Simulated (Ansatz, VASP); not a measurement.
# One calculation of Si, two programs

INCAR

```
SYSTEM = Si
PREC     = Accurate       ! precision mode
ENCUT    = 520            ! plane-wave cutoff, eV
EDIFF    = 1E-8           ! SCF threshold, eV
ISMEAR   = -1             ! smearing method
SIGMA    = 0.08           ! smearing width, eV
LREAL    = .FALSE.        ! projectors in reciprocal space
LASPH    = .TRUE.         ! aspherical terms in the spheres
NELM     = 60             ! most SCF steps
ALGO     = Normal         ! electronic algorithm
ISIF     = 2              ! what is computed and relaxed
LWAVE    = .FALSE.        ! write WAVECAR
LCHARG   = .FALSE.        ! write CHGCAR
LEFG     = .TRUE.       
NBANDS   = 11             ! bands
```

File KPOINTS:

```
regular mesh
0
G
  12 12 12
  0 0 0
```

Contents of POSCAR:

```
Si
1.0
    0.0000000000      2.7334537691      2.7334537691
    2.7334537691      0.0000000000      2.7334537691
    2.7334537691      2.7334537691      0.0000000000
Si
2
Direct
    0.5000000000      0.5000000000      0.5000000000
    0.7500000000      0.7500000000      0.7500000000
```

Input for Ansatz:

```yaml
crystal:
  lattice:
    - [0.0, 2.7334537691, 2.7334537691]
    - [2.7334537691, 0.0, 2.7334537691]
    - [2.7334537691, 2.7334537691, 0.0]
  atoms:
    - { symbol: Si, position: [0.5, 0.5, 0.5] }
    - { symbol: Si, position: [0.75, 0.75, 0.75] }
kpoints:
  mp_grid: { grid: [12, 12, 12] }
scf:
  occupations: { method: fermi_dirac, width: 0.08 }
hamiltonian:
  xc: lda
  pseudopotentials: { kind: paw }
output:
  forces: true
  stress: true
  eigenvalues: true
  efg: { contact_densities: true }
```

Change from the starting cell: volume scaled by 1.02, PAW files.

Alike in both runs: task electric field gradients; functional LDA; k mesh 12 × 12 × 12; occupations fermi-dirac, width 0.08 eV; no spin polarisation.

```csv
,VASP,Ansatz
version,VASP 6.6.1,Ansatz 0.2.0
potentials or method,"VASP PAW LDA potentials, release 64 (Si)","PAW with Ansatz's default frozen-core files, scalar-relativistic"
plane-wave cutoff (eV),520,420
valence electrons in the cell,8,8
```

```tsv
	VASP	Ansatz	Ansatz less VASP
pressure (GPa)	-3.2	-3.2	-0.03
```

LDA's correlation is that of Perdew and Zunger in VASP and of Perdew and Wang (1992) in Ansatz.
